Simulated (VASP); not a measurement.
Input of a VASP 6.6.1 run:

INCAR

```
SYSTEM = BeZn3Se4
  PREC = Accurate
  ENCUT = 520
  EDIFF = 1E-6
  ISMEAR = 0
  SIGMA = 0.1
  LREAL = .False.
  LASPH = .True.
  NELM = 80
  ALGO = Normal
  ISIF = 2
  LWAVE = .False.
  LCHARG = .False.
  GGA = PE
  NBANDS = 41
```

The input KPOINTS:

```
Automatic mesh
0
Gamma
  4 4 4
  0 0 0
```

The input POSCAR:

```
BeZn3Se4
1.0
    5.5952126591      0.0000000000      0.0000000000
    0.0000000000      5.5952126591      0.0000000000
   -2.7976063296     -2.7976063296      5.5774432735
Be Zn Se
1 3 4
Direct
    0.0000000000      0.0000000000      0.0000000000
    0.7500000000      0.2500000000      0.5000000000
    0.2500000000      0.7500000000      0.5000000000
    0.5000000000      0.5000000000      0.0000000000
    0.8850897086      0.3508388706      0.2359285792
    0.1149102914      0.1149102914      0.7640714208
    0.6491611294      0.6491611294      0.7640714208
    0.3508388706      0.8850897086      0.2359285792
```

Potentials or basis: VASP PAW PBE potentials, release 64 (Be, Zn, Se).

Command:

```console
$ cat potpaw_PBE.64/Be/POTCAR potpaw_PBE.64/Zn/POTCAR potpaw_PBE.64/Se/POTCAR > POTCAR
$ mpirun -np 1 vasp_std > vasp.out
```

Problem. What does it give for the pressure?

Solution. 0.2 GPa.

Problem. Predict the band gap on the k mesh.

Solution. 1.74 eV, direct.

Forces on the atoms (eV/Å):
```
Be   0.000  0.000  0.000
Zn   0.000  0.000  0.000
Zn   0.000  0.000  0.000
Zn   0.000  0.000  0.000
Se   0.006 -0.006 -0.005
Se  -0.006 -0.006  0.005
Se   0.006  0.006  0.005
Se  -0.006  0.006 -0.005
```

As with any semilocal functional, this PBE gap is likely too small.
